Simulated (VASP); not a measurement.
# TcN2 (Fm-3m) in VASP: single point with PBEsol

Aim: the single point of TcN2 with PBEsol.

Everything below comes from runs of VASP 6.6.1. Logs are shortened: lines on timing, memory, paths and dates and some standing lists are left out, and cuts for length are marked.

## Step 1: The cell of the first run

Symmetry: Fm-3m, No. 225, cubic system. Conventional cell: a = 4.889 Å, b = 4.889 Å, c = 4.889 Å, α = 90.00°, β = 90.00°, γ = 90.00°. Within 2.8 Å of Tc (site symmetry m-3m) lie 8 N at 2.12 Å. N (site symmetry -43m) has 4 Tc at 2.12 Å and 6 N at 2.44 Å within 2.8 Å.

## Step 2: Single point, PBEsol

Input file POSCAR:

```
TcN2
1.0
    0.0000000000      2.4445500000      2.4445500000
    2.4445500000      0.0000000000      2.4445500000
    2.4445500000      2.4445500000      0.0000000000
Tc N
1 2
Direct
    0.0000000000      0.0000000000      0.0000000000
    0.7500000000      0.7500000000      0.7500000000
    0.2500000000      0.2500000000      0.2500000000
```

Input file INCAR.step1:

```
PREC     = Accurate       # precision mode
ENCUT    = 520            # plane-wave cutoff, eV
EDIFF    = 1E-6           # SCF threshold, eV
ISMEAR   = -1             # smearing method
SIGMA    = 0.3            # smearing width, eV
LREAL    = F              # projectors in reciprocal space
LASPH    = T              # aspherical terms in the spheres
NELM     = 120            # most SCF steps
ALGO     = Normal         # electronic algorithm
ISIF     = 2              # what is computed and relaxed
LWAVE    = F              # write WAVECAR
LCHARG   = T              # write CHGCAR
LMAXMIX  = 4              # l up to which the mixer works
GGA      = PS             # functional
NBANDS   = 20             # bands
GGA_COMPAT= F            
NEDOS    = 2001           # points of the DOS
LORBIT   = 11             # projections on sites
```

Input file KPOINTS.step1:

```
regular mesh
0
Gamma
  6 6 6
```

Input file INCAR.step2:

```
PREC     = Accurate       # precision mode
ENCUT    = 520            # plane-wave cutoff, eV
EDIFF    = 1E-6           # SCF threshold, eV
ISMEAR   = -5             # smearing method
SIGMA    = 0.3            # smearing width, eV
LREAL    = F              # projectors in reciprocal space
LASPH    = T              # aspherical terms in the spheres
NELM     = 120            # most SCF steps
ALGO     = Normal         # electronic algorithm
ISIF     = 2              # what is computed and relaxed
LWAVE    = F              # write WAVECAR
LCHARG   = F              # write CHGCAR
LMAXMIX  = 4              # l up to which the mixer works
GGA      = PS             # functional
LORBIT   = 11             # projections on sites
NBANDS   = 20             # bands
NEDOS    = 1001           # points of the DOS
ICHARG   = 11             # starting density
GGA_COMPAT= F
```

Input file KPOINTS.step2:

```
regular mesh
0
Gamma
  9 9 9
```

Potentials or basis: VASP PAW PBE potentials, release 64 (Tc_sv, N).

Started as:

```console
> cat potpaw_PBE.64/Tc_sv/POTCAR potpaw_PBE.64/N/POTCAR > POTCAR
> cp INCAR.step1 INCAR
> cp KPOINTS.step1 KPOINTS
> mpirun -np 1 vasp_std > vasp.out
> cp INCAR.step2 INCAR
> cp KPOINTS.step2 KPOINTS
> mpirun -np 1 vasp_std > vasp.out
```

OUTCAR:

```text
PREC = Accurate
   ENCUT = 520
   EDIFF = 1E-6
   ISMEAR = -5
   LREAL = F
   LASPH = T
   NELM = 120
   ISIF = 2
   GGA = PS
   LORBIT = 11
   ICHARG = 11

 ion  position               nearest neighbor table
   1  0.000  0.000  0.000-   2 2.12   2 2.12   2 2.12   2 2.12   3 2.12   3 2.12   3 2.12   3 2.12

   2  0.750  0.750  0.750-   1 2.12   1 2.12   1 2.12   1 2.12
   3  0.250  0.250  0.250-   1 2.12   1 2.12   1 2.12   1 2.12

  LATTYP: Found a face centered cubic cell.
 ALAT       =     4.8891000000

  Lattice vectors:

 A1 = (   0.0000000000,   2.4445500000,   2.4445500000)
 A2 = (   2.4445500000,   0.0000000000,   2.4445500000)
 A3 = (   2.4445500000,   2.4445500000,   0.0000000000)

Analysis of symmetry for initial positions (statically):
=====================================================================
 Subroutine PRICEL returns:
 Original cell was already a primitive cell.

 Routine SETGRP: Setting up the symmetry group for a
 face centered cubic supercell.

 Subroutine GETGRP returns: Found 48 space group operations
 (whereof 48 operations were pure point group operations)
 out of a pool of 48 trial point group operations.

The static configuration has the point symmetry O_h .

Analysis of symmetry for dynamics (positions and initial velocities):
=====================================================================
 Subroutine PRICEL returns:
 Original cell was already a primitive cell.

 Routine SETGRP: Setting up the symmetry group for a
 face centered cubic supercell.

 Subroutine GETGRP returns: Found 48 space group operations
 (whereof 48 operations were pure point group operations)
 out of a pool of 48 trial point group operations.

The dynamic configuration has the point symmetry O_h .

 Subroutine INISYM returns: Found 48 space group operations
 (whereof 48 operations are pure point group operations),
 and found     1 'primitive' translations

----------------------------------------------------------------------------------------

                                     Primitive cell

  volume of cell :      29.2164

  direct lattice vectors                    reciprocal lattice vectors
     0.000000000  2.444550000  2.444550000    -0.204536622  0.204536622  0.204536622
     2.444550000  0.000000000  2.444550000     0.204536622 -0.204536622  0.204536622
     2.444550000  2.444550000  0.000000000     0.204536622  0.204536622 -0.204536622

  length of vectors
     3.457115764  3.457115764  3.457115764     0.354267822  0.354267822  0.354267822

  position of ions in fractional coordinates (direct lattice)
     0.000000000  0.000000000  0.000000000
     0.750000000  0.750000000  0.750000000
     0.250000000  0.250000000  0.250000000

  ion indices of the primitive-cell ions
   primitive index   ion index
                 1           1
                 2           2
                 3           3

----------------------------------------------------------------------------------------

 KPOINTS: regular mesh

Automatic generation of k-mesh.
 Grid dimensions read from file:
 generate k-points for:    9    9    9

 Generating k-lattice:

  Cartesian coordinates                     Fractional coordinates (reciprocal lattice)
    -0.022726291  0.022726291  0.022726291     0.111111111  0.000000000  0.000000000
     0.022726291 -0.022726291  0.022726291     0.000000000  0.111111111  0.000000000
     0.022726291  0.022726291 -0.022726291     0.000000000  0.000000000  0.111111111

  Length of vectors
     0.039363091  0.039363091  0.039363091

  Shift w.r.t. Gamma in fractional coordinates (k-lattice)
     0.000000000  0.000000000  0.000000000

 TETIRR: Found    115 inequivalent tetrahedra from     4374

 Subroutine IBZKPT returns following result:
 ===========================================

 Found     35 irreducible k-points:

 Following reciprocal coordinates:
            Coordinates               Weight
  0.000000  0.000000  0.000000      1.000000
  0.111111  0.000000  0.000000      8.000000
  0.222222  0.000000  0.000000      8.000000
  0.333333  0.000000  0.000000      8.000000
  0.444444  0.000000  0.000000      8.000000
  0.111111  0.111111  0.000000      6.000000
[... 16 lines left out ...]
 -0.333333  0.333333  0.000000     12.000000
  0.444444  0.444444  0.000000      6.000000
 [... further k-points ...]
   k-points           NKPTS =     35   k-points in BZ     NKDIM =     35   number of bands    NBANDS=     20
   number of dos      NEDOS =   1001   number of ions     NIONS =      3
   total plane-waves  NPLWV =  21952
   dimension x,y,z NGX =    28 NGY =   28 NGZ =   28
   dimension x,y,z NGXF=    56 NGYF=   56 NGZF=   56
   ions per type =               1   2
   NGX,Y,Z   is equivalent  to a cutoff of  13.46, 13.46, 13.46 a.u.
   NGXF,Y,Z  is equivalent  to a cutoff of  26.93, 26.93, 26.93 a.u.
 SYSTEM =  unknown system
   PREC   = accura    normal or accurate (medium, high low for compatibility)
   ISTART =      0    job   : 0-new  1-cont  2-samecut
   ICHARG =     11    charge: 1-file 2-atom 10-const
   ISPIN  =      1    spin polarized calculation?
   LNONCOLLINEAR =      F non collinear calculations
   LSORBIT =      F    spin-orbit coupling
   LASPH  =      T    aspherical Exc in radial PAW
   ENCUT  =  520.0 eV  38.22 Ry    6.18 a.u.   6.43  6.43  6.43*2*pi/ulx,y,z
   NELM   =    120;   NELMIN=  2; NELMDL=  0     # of ELM steps
   EDIFF  = 0.1E-05   stopping-criterion for ELM
   LREAL  =      F    real-space projection
   EDIFFG = 0.1E-04   stopping-criterion for IOM
   NSW    =      0    number of steps for IOM
   IBRION =     -1    ionic relax: 0-MD 1-quasi-New 2-CG
   NFREE  =      0    steps in history (QN), initial steepest desc. (CG)
   ISIF   =      2    stress and relaxation
   ISYM   =      2    0-nonsym 1-usesym 2-fastsym
   POTIM  = 0.5000    time-step for ionic-motion
   TEBEG  =    0.0;   TEEND  =   0.0 temperature during run
   PSTRESS=    0.0 pullay stress
   NELECT =      25.0000    total number of electrons
   NUPDOWN=      -1.0000    fix difference up-down
   EMIN   =  10.00;   EMAX   =-10.00  energy-range for DOS
   EFERMI =   0.00;   METHOD = LEGACY
   ISMEAR =    -5;   SIGMA  =   0.30  broadening in eV -4-tet -1-fermi 0-gaus
   EFERMI_NEDOS =   21; number of points for ismear=-14 and -15
   IALGO  =     38    algorithm
   IMIX   =      4    mixing-type and parameters
     AMIX     =   0.40;   BMIX     =  1.00
     AMIX_MAG =   1.60;   BMIX_MAG =  1.00
  volume/ion in A,a.u.               =       9.74        65.72
  Fermi-wavevector in a.u.,A,eV,Ry     =   1.554220  2.937050 32.866243  2.415601
  Thomas-Fermi vector in A             =   2.658338
   LORBIT       =     11    0 simple, 1 ext, 2 COOP (PROOUT), +10 PAW based schemes
   GGA     = PS    functional components
   LHFCALC =     F    Hartree Fock is set to
   AEXX    =    0.0000 exact exchange contribution
   IVDW    =     0    specifies the selected vdW correction
   LEPSILON=     F    determine dielectric tensor
   LRPA    =     F    only Hartree local field effects (RPA)
 non-spin polarized calculation
 Fermi weights with tetrahedron method with Bloechl corrections
  energy-cutoff  :      520.00
  volume of cell :       29.22
 maximum number of plane-waves:       801
 NGX is ok and might be reduce to    28

 number of electron      25.0000002 magnetization

 Free energy of the ion-electron system (eV)
  ---------------------------------------------------
  ext. energy  EPLUGINS =         0.00000000
  ---------------------------------------------------
  free energy    TOTEN  =       -26.50930564 eV

  energy without entropy =      -26.50930564  energy(sigma->0) =      -26.50930564

 E-fermi :   9.8497     XC(G=0): -13.0793

 val. band max:        9.9315934689   @ k =  -0.3333   0.3333   0.0000
 cond. band min:       9.7805237448   @ k =  -0.4444   0.1111   0.0000
 fundamental gap:     -0.1510697241
 Fermi energy:         9.8497406896

 k-point     1 :       0.0000    0.0000    0.0000
  band No.  band energies     occupation
      1     -57.6246      2.00000
      2     -29.6256      2.00000
      3     -29.6256      2.00000
      4     -29.6256      2.00000
      5      -7.0155      2.00000
      6      -1.1684      2.00000
[... 12 lines left out ...]
     19      22.2883      0.00000
     20      22.2883      0.00000

 k-point     2 :       0.1111    0.0000    0.0000
  band No.  band energies     occupation
      1     -57.6232      2.00000
      2     -29.6471      2.00000
      3     -29.6293      2.00000
      4     -29.6293      2.00000
      5      -6.8282      2.00000
      6      -1.6515      2.00000
[... 12 lines left out ...]
     19      22.5361      0.00000
     20      22.7601      0.00000

 k-point     3 :       0.2222    0.0000    0.0000
  band No.  band energies     occupation
      1     -57.6196      2.00000
      2     -29.6980      2.00000
      3     -29.6370      2.00000
      4     -29.6370      2.00000
      5      -6.3194      2.00000
      6      -2.5160      2.00000
[... 12 lines left out ...]
     19      22.9607      0.00000
     20      24.0383      0.00000

 k-point     4 :       0.3333    0.0000    0.0000
  band No.  band energies     occupation
      1     -57.6154      2.00000
      2     -29.7539      2.00000
      3     -29.6450      2.00000
      4     -29.6450      2.00000
      5      -5.6548      2.00000
      6      -3.2464      2.00000
[... 429 lines left out ...]
 k-point    23 :      -0.3333    0.3333    0.0000
  band No.  band energies     occupation
      1     -57.6093      2.00000
      2     -29.7449      2.00000
      3     -29.7406      2.00000
      4     -29.6684      2.00000
      5      -4.3687      2.00000
      6      -3.9885      2.00000
[... 12 lines left out ...]
     19      24.5203      0.00000
     20      26.0791      0.00000

 k-point    24 :       0.4444    0.4444    0.0000
  band No.  band energies     occupation
      1     -57.6088      2.00000
      2     -29.7908      2.00000
      3     -29.6856      2.00000
      4     -29.6856      2.00000
      5      -4.2404      2.00000
      6      -4.0014      2.00000
[... 12 lines left out ...]
     19      24.4564      0.00000
     20      26.0805      0.00000

 [... further k-points ...]

------------------------ aborting loop because EDIFF is reached ----------------------------------------

  FORCE on cell =-STRESS in cart. coord.  units (eV):
  Direction    XX          YY          ZZ          XY          YZ          ZX
  --------------------------------------------------------------------------------------
  -------------------------------------------------------------------------------------
  Total       -3.0504574     -3.0504574     -3.0504574      0.0000000     -0.0000000     -0.0000000
  in kB     -167.2818345   -167.2818345   -167.2818345      0.0000000     -0.0000000     -0.0000000
  external PRESSURE =    -167.2818345 kB  Pullay stress =       0.0000000 kB

 VOLUME and BASIS-vectors are now :
 -----------------------------------------------------------------------------
  energy-cutoff  :      520.00
  volume of cell :       29.22
      direct lattice vectors                 reciprocal lattice vectors
     0.000000000  2.444550000  2.444550000    -0.204536622  0.204536622  0.204536622
     2.444550000  0.000000000  2.444550000     0.204536622 -0.204536622  0.204536622
     2.444550000  2.444550000  0.000000000     0.204536622  0.204536622 -0.204536622

 POSITION                                       TOTAL-FORCE (eV/Angst)
 -----------------------------------------------------------------------------------
      0.00000      0.00000      0.00000         0.000000     -0.000000     -0.000000
      3.66683      3.66683      3.66683        -0.000000      0.000000     -0.000000
      1.22228      1.22228      1.22228        -0.000000     -0.000000      0.000000
 -----------------------------------------------------------------------------------
    total drift:                               -0.000000     -0.000000      0.000000

  FREE ENERGIE OF THE ION-ELECTRON SYSTEM (eV)
  ---------------------------------------------------
  free  energy   TOTEN  =       -26.5093056385 eV

  energy  without entropy=      -26.5093056385  energy(sigma->0) =      -26.50930564

 total charge

# of ion       s       p       d       tot
------------------------------------------
    1        2.159   6.290   3.958  12.407
    2        1.293   2.322   0.000   3.615
    3        1.293   2.322   0.000   3.615
--------------------------------------------------
tot          4.745  10.935   3.958  19.638
```

Run time: 37 s. Hardware: 1 thread of Intel Xeon Platinum 8375C at 2.90GHz (Ice Lake), shared host; peak memory 0.15 GiB.

What came out:

- Valence electrons inside the program's atomic spheres: Tc 12.41; N 3.62

Caveat: the k points lie up to 0.37 Å⁻¹ apart; so wide a smearing shifts energies and pressures; the PAW data sets were made with another functional, which shifts forces and pressure a little.
